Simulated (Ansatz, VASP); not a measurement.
**One calculation of MnSb, two programs**

File INCAR:

```
ALGO = Normal ; EDIFF = 1E-6
ENCUT = 520 ; GGA = PE
ISIF = 2 ; ISMEAR = -1
ISPIN = 2 ; LASPH = T
LCHARG = T ; LELF = T
LMAXMIX = 4 ; LORBIT = 11
LREAL = F ; LVHAR = T
LWAVE = F ; MAGMOM = 0 4
NBANDS = 20 ; NELM = 150
NUPDOWN = 4.0 ; PREC = Accurate
SIGMA = 0.05
```

KPOINTS

```
k-points
0
Gamma
  7 7 7
```

POSCAR

```
MnSb
1.0
    0.0000000000      2.7950160000      2.7950160000
    2.7950160000      0.0000000000      2.7950160000
    2.7950160000      2.7950160000      0.0000000000
Sb Mn
1 1
Direct
    0.5000000000      0.5000000000      0.5000000000
    0.0000000000      0.0000000000      0.0000000000
```

File input.yaml:

```yaml
crystal:
  lattice:
    - [0.0, 2.795016, 2.795016]
    - [2.795016, 0.0, 2.795016]
    - [2.795016, 2.795016, 0.0]
  atoms:
    - { symbol: Sb, position: [0.5, 0.5, 0.5] }
    - { symbol: Mn, position: [0.0, 0.0, 0.0], spin: 4.0 }
hamiltonian:
  xc: pbe
  pseudopotentials: { kind: paw }
magnetization:
  spin_polarized: true
  initial_magnetization: 4.0
  spin_locking: { lock_magnetization: hard }
kpoints:
  mp_grid: { grid: [7, 7, 7] }
scf:
  occupations: { method: fermi_dirac, width: 0.05 }
  lower_state_search: "off"
output:
  forces: true
  stress: true
  eigenvalues: true
```

Alike in both runs: task single point; functional PBE; k mesh 7 × 7 × 7; occupations fermi-dirac, width 0.05 eV; collinear spin; fixed moment 4 μB.

```csv
,VASP,Ansatz
version,VASP 6.6.1,Ansatz 0.2.0
potentials or method,"VASP PAW PBE potentials, release 64 (Sb, Mn_pv)",Ansatz PAW
plane-wave cutoff (eV),520,420
valence electrons in the cell,18,30
```

Ansatz gave:

| Quantity | Value |
| --- | --- |
| pressure (GPa) | 0.7 |
| net moment per atom (μB) | 2.00 |
| size of the moment on the site where the two differ most (μB) | 3.88 |

**Question.** Estimate VASP's values.

**Answer.** Pressure (GPa): 0.7; net moment per atom (μB): 2.00; size of the moment on the site where the two differ most (μB): 3.83.

Site moments also hang on the region over which each program counts them. The functional is the same, so the differences come from potentials, cutoffs and numerics. VASP's potentials hold 18 valence electrons a cell and Ansatz's 30, so a difference there can come from the potentials and not from the codes.

Neither program's run includes spin-orbit coupling.
